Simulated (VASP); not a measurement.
**Ti4C3: relaxation of cell and atoms with PBE**

Crystal: Ti4C3.

```
Ti C
1.0
     4.31024    0.00000    0.00000
     0.00000    4.31024    0.00000
     0.00000    0.00000    4.31024
Ti C
4 3
Direct
  0.50000 0.00000 0.00000
  0.00000 0.50000 0.00000
  0.00000 0.00000 0.50000
  0.50000 0.50000 0.50000
  0.00000 0.50000 0.50000
  0.50000 0.00000 0.50000
  0.50000 0.50000 0.00000
```

This cell differs from its parent crystal: atoms taken out.

```
Program                : VASP 6.6.1
Task                   : relaxation of cell and atoms
Functional             : PBE
Potentials or basis    : VASP PAW PBE potentials, release 64 (Ti_sv, C)
Cutoff                 : 600 eV
k mesh                 : 10 × 10 × 10
Occupations            : gaussian, width 0.1 eV
Spin                   : no spin polarisation
Dipole correction      : no
Further INCAR settings : ALGO = Fast; EDIFF = 1e-06; IBRION = 2; EDIFFG = -0.01; NSW = 100; ISIF = 3
```

```yaml
Pressure_after_relaxing: 0.1 GPa
Band_gap_on_the_k_mesh: zero (bands 30 and 31 overlap by 1.15 eV)
```

Final structure:
```
Ti C
1.0
     4.31024    0.00000    0.00000
     0.00000    4.31024    0.00000
     0.00000    0.00000    4.31024
Ti C
4 3
Direct
  0.50000 0.00000 0.00000
  0.00000 0.50000 0.00000
  0.00000 0.00000 0.50000
  0.50000 0.50000 0.50000
  0.00000 0.50000 0.50000
  0.50000 0.00000 0.50000
  0.50000 0.50000 0.00000
```

Levels at points of the mesh, in eV from the Fermi level:
```tsv
k point	band 28	band 29	band 30	band 31	band 32	band 33
(0.00, 0.00, 0.00)	-0.24	-0.24	0.55	0.55	0.55	0.81
(0.50, 0.00, 0.00)	-0.82	-0.66	-0.61	-0.61	0.99	0.99
(0.50, 0.50, 0.00)	-2.79	-0.88	-0.50	0.51	0.51	1.94
(0.50, 0.50, 0.50)	-3.13	0.03	0.03	0.03	0.08	2.76
```

It took 15 min on 1 thread of Oxide Virtual Turin-like Processor, on a shared host, peak memory 0.27 GiB.

Caveat: the cell differs from its parent crystal (atoms taken out); the relaxation stopped at its first step, so nothing moved.
